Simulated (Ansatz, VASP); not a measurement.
**One calculation of Ca, two programs**

```xyz
1
Lattice="3.6654 0.0000 0.0000 -1.8327 3.1743 0.0000 0.0000 0.0000 3.3986" Properties=species:S:1:pos:R:3 pbc="T T T"
Ca    0.0000    0.0000    0.0000
```

Change from the starting cell: volume scaled by 0.92, LAPW.

Alike in both runs: task single point; functional PBE; k mesh 12 × 12 × 11; occupations fermi-dirac, width 0.08 eV; no spin polarisation.

|  | VASP | Ansatz |
| --- | --- | --- |
| version | VASP 6.6.1 | Ansatz 0.2.0 |
| potentials or method | VASP PAW PBE potentials, release 64 (Ca_sv), cutoff 520 eV | all-electron LAPW, scalar-relativistic |

```csv
,VASP,Ansatz,Ansatz less VASP
pressure (GPa),1.2,1.2,-0.01
```

Ansatz ran all-electron here, and VASP with PAW potentials.
